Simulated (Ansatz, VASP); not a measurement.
One calculation of TiCo, two programs

File INCAR:

```
PREC = Accurate
ENCUT = 520
EDIFF = 1E-6
ISMEAR = 0
SIGMA = 0.15
LREAL = F
LASPH = T
NELM = 150
ALGO = Fast
ISIF = 2
LWAVE = F
LCHARG = F
ISPIN = 2
MAGMOM = 0 0.6
LORBIT = 11
LMAXMIX = 4
GGA = PE
NBANDS = 22
```

Contents of KPOINTS:

```
regular mesh
0
Gamma
  16 16 16
```

Contents of POSCAR:

```
TiCo
1.0
    2.9861109900      0.0000000000      0.0000000000
    0.0000000000      2.9861109900      0.0000000000
    0.0000000000      0.0000000000      2.9263887702
Ti Co
1 1
Direct
    0.0000000000      0.0000000000      0.0000000000
    0.5000000000      0.5000000000      0.5000000000
```

Input for Ansatz:

```yaml
crystal:
  lattice:
    - [2.98611099, 0.0, 0.0]
    - [0.0, 2.98611099, 0.0]
    - [0.0, 0.0, 2.9263887702]
  atoms:
    - { symbol: Ti, position: [0.0, 0.0, 0.0] }
    - { symbol: Co, position: [0.5, 0.5, 0.5], spin: 0.6 }
basis:
  ecutwfc: 420
kpoints:
  mp_grid: { grid: [16, 16, 16] }
hamiltonian:
  xc: pbe
scf:
  occupations: { method: gaussian, width: 0.15 }
output:
  forces: true
  stress: true
  eigenvalues: true
  populations: true
magnetization:
  spin_polarized: true
```

Change from the starting cell: strain -0.0200 x Voigt [0, 0, 1, 0, 0, 0], atoms carried along.

Alike in both runs: task single point; functional PBE; k mesh 16 × 16 × 16; occupations gaussian, width 0.15 eV; collinear spin.

|  | VASP | Ansatz |
| --- | --- | --- |
| version | VASP 6.6.1 | Ansatz 0.2.0 |
| potentials or method | VASP PAW PBE potentials, release 64 (Ti_sv, Co), cutoff 520 eV | scalar-relativistic, plane waves, PAW |
| valence electrons in the cell | 21 | 29 |

Ansatz gave:

```
gap on the k mesh at the Fermi level (eV)                     : none
pressure (GPa)                                                : 3.3
traceless stress, the component that is largest in VASP (GPa) : 1.80
net moment per atom (μB)                                      : 0.42
size of the moment on the site where the two differ most (μB) : 0.93
```

Task: What did VASP give for the same quantities?

Result: gap on the k mesh at the Fermi level (eV): none; pressure (GPa): 2.7; traceless stress, the component that is largest in VASP (GPa): 1.69; net moment per atom (μB): 0.41; size of the moment on the site where the two differ most (μB): 0.89.

Site moments also hang on the region over which each program counts them. A gap of «none» marks a metal or a gap that the smearing closes. VASP's potentials hold 21 valence electrons a cell and Ansatz's 29, so a difference there can come from the potentials and not from the codes.
